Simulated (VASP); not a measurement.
Set up this calculation in VASP 6.6.1, as the native input.

| Item | Value |
| --- | --- |
| Task | single point |
| Functional | PBE |
| Potentials or basis | VASP PAW PBE potentials, release 64 (Ta_pv, N) |
| Cutoff | 520 eV |
| k mesh | 14 × 14 × 10 |
| Occupations | gaussian, width 0.15 eV |
| Spin | no spin polarisation |
| Dipole correction | no |
| Further INCAR settings | ALGO = Normal; EDIFF = 1e-07; NBANDS = 24 |

The structure of TaN lies in POSCAR:

```
TaN
1.0
    0.0000000000     -2.2081122572     -2.2081122572
    0.0000000000      2.2081122572     -2.2081122572
    4.4162245144      0.0000000000      0.0000000000
Ta N
2 2
Direct
    0.5364019952      0.4635980048     -0.0273545735
   -0.0364019952      0.0364019952      0.5273545735
    0.4594223529      0.5405776471      0.4381824907
    0.0405776471     -0.0405776471      0.0618175093
```

This cell differs from its parent crystal: mode 1 frozen in at -0.273 Å and mode 2 at -0.179 Å (largest displacements).

The input as run:

INCAR

```
SYSTEM = TaN
PREC = Accurate ; ENCUT = 520
EDIFF = 1E-7 ; ISMEAR = 0
SIGMA = 0.15 ; LREAL = .False.
LASPH = .True. ; NELM = 100
ALGO = Normal ; ISIF = 2
LWAVE = .False. ; LCHARG = .True.
GGA = PE ; LELF = .True.
LVHAR = .True. ; NBANDS = 24
```

KPOINTS

```
regular mesh
0
Gamma
  14 14 10
  0 0 0
```

Potentials or basis: VASP PAW PBE potentials, release 64 (Ta_pv, N).

Run with:

```sh
$ cat potpaw_PBE.64/Ta_pv/POTCAR potpaw_PBE.64/N/POTCAR > POTCAR
$ mpirun -np 1 vasp_std > vasp.out
```

Results of the run:

```yaml
Pressure: 4.4 GPa
Largest_force: 2.412 eV/Å
Band_gap_on_the_k_mesh: zero (band 16 reaches 10.13 eV, above the bottom of band 17 at 7.68 eV)
```

Caveat: the cell differs from its parent crystal (mode 1 frozen in at -0.273 Å and mode 2 at -0.179 Å (largest displacements)); spin-orbit coupling is left out, which moves the levels of the heavy elements; forces of over 1 eV/Å act on the atoms, so gaps and moduli don't describe the material at rest.

It took 10 min on 1 thread of Oxide Virtual Turin-like Processor, with other jobs on the host, peak memory 0.51 GiB.
